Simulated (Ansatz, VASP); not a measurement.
**Two plane-wave programs on Mg2CdTe3**

Contents of INCAR:

```
PREC = Accurate
ENCUT = 600
EDIFF = 1E-6
ISMEAR = 0
SIGMA = 0.02
LREAL = False
LASPH = True
NELM = 80
ALGO = Normal
ISIF = 3
LWAVE = False
LCHARG = False
GGA = PE
IBRION = 2
NSW = 100
EDIFFG = -0.01
```

KPOINTS

```
Automatic mesh
0
Gamma
  6 6 4
```

File POSCAR:

```
Mg2CdTe3
1.0
    4.6332198000      0.0000000000      0.0000000000
   -2.3166099000      4.0124861000      0.0000000000
    0.0000000000      0.0000000000     11.3162888000
Mg Cd Te
2 1 3
Direct
    0.3333333000      0.6666667000      0.9993960000
    0.6666667000      0.3333333000      0.6692520000
    0.0000000000      0.0000000000      0.3320900000
    0.0000000000      0.0000000000      0.0791730000
    0.6666667000      0.3333333000      0.4201980000
    0.3333333000      0.6666667000      0.7498910000
```

Input for Ansatz:

```yaml
crystal:
  lattice:
    - [4.6332198, 0.0, 0.0]
    - [-2.3166099, 4.0124861, 0.0]
    - [0.0, 0.0, 11.3162888]
  atoms:
    - { symbol: Mg, position: [0.3333333, 0.6666667, 0.999396] }
    - { symbol: Mg, position: [0.6666667, 0.3333333, 0.669252] }
    - { symbol: Cd, position: [0.0, 0.0, 0.33209] }
    - { symbol: Te, position: [0.0, 0.0, 0.079173] }
    - { symbol: Te, position: [0.6666667, 0.3333333, 0.420198] }
    - { symbol: Te, position: [0.3333333, 0.6666667, 0.749891] }
basis:
  ecutwfc: 420
kpoints:
  mp_grid: { grid: [6, 6, 4] }
hamiltonian:
  xc: pbe
scf:
  occupations: { method: gaussian, width: 0.02 }
output:
  forces: true
  stress: true
  eigenvalues: true
  write_density: true
  write_potential: true
  elf: true
  volumetric_format: npy
relax:
  adjacent_minimum: "off"
  f_tol: 0.01
  max_steps: 80
  cell: { stress_tol: 0.05 }
```

Alike in both runs: task relaxation of cell and atoms; functional PBE; k mesh 6 × 6 × 4; occupations gaussian, width 0.02 eV; no spin polarisation.

```csv
,VASP,Ansatz
version,VASP 6.6.1,Ansatz 0.2.0
potentials or method,"VASP PAW PBE potentials, release 64 (Mg, Cd, Te), cutoff 600 eV","scalar-relativistic, plane waves, PAW"
valence electrons in the cell,34,88
```

Ansatz gave:

| Property | Result |
| --- | --- |
| gap on the k mesh at the Fermi level, each at its own relaxed structure (eV) | 1.46 |
| relaxed volume (Å³/atom) | 35.06 |
| relaxed length of the cell vector where the two differ most in proportion (Å) | 11.316 |

Q: Which values does VASP return?

A: gap on the k mesh at the Fermi level, each at its own relaxed structure (eV): 1.46; relaxed volume (Å³/atom): 35.09; relaxed length of the cell vector where the two differ most in proportion (Å): 11.319.

VASP's potentials hold 34 valence electrons a cell and Ansatz's 88, so a difference there can come from the potentials and not from the codes.

Neither program's run includes spin-orbit coupling.
